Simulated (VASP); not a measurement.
Here is a VASP 6.6.1 calculation.

File POSCAR:

```
Fe
1.0
   -1.4430000000      1.4430000000      1.4430000000
    1.4430000000     -1.4430000000      1.4430000000
    1.4430000000      1.4430000000     -1.4430000000
Fe
1
Direct
    0.0000000000      0.0000000000      0.0000000000
```

INCAR.step1

```
SYSTEM = Fe
PREC = Accurate
ENCUT = 520
ISMEAR = 0
SIGMA = 0.05
LREAL = .FALSE.
LASPH = .TRUE.
NELM = 150
ISPIN = 2
MAGMOM = 6
NUPDOWN = 6.0
LMAXMIX = 4
NBANDS = 14
GGA = PE
ALGO = Normal
EDIFF = 1E-4
LWAVE = .TRUE.
LCHARG = .FALSE.
```

File INCAR.step2:

```
SYSTEM = Fe
PREC = Accurate
ENCUT = 520
EDIFF = 1E-7
ISMEAR = 0
SIGMA = 0.05
LREAL = .FALSE.
LASPH = .TRUE.
NELM = 150
ALGO = Normal
ISIF = 2
LWAVE = .FALSE.
LCHARG = .TRUE.
ISPIN = 2
MAGMOM = 6
LORBIT = 11
NUPDOWN = 6.0
LMAXMIX = 4
METAGGA = R2SCAN
LMIXTAU = .TRUE.
LELF = .TRUE.
LVHAR = .TRUE.
NBANDS = 14
ISTART = 1
```

File KPOINTS:

```
Automatic mesh
0
G
  12 12 12
  0 0 0
```

Potentials or basis: VASP PAW PBE potentials, release 64 (Fe).

Run with:

```sh
$ cat potpaw_PBE.64/Fe/POTCAR > POTCAR
$ cp INCAR.step1 INCAR
$ mpirun -np 1 vasp_std > vasp.out
$ cp INCAR.step2 INCAR
$ mpirun -np 1 vasp_std > vasp.out
```

**Question.** What does it give for the pressure?

**Answer.** 185.2 GPa.

Caveat: the PAW data sets were made with another functional, which shifts forces and pressure a little; the total moment is fixed, so each spin has its own Fermi level.
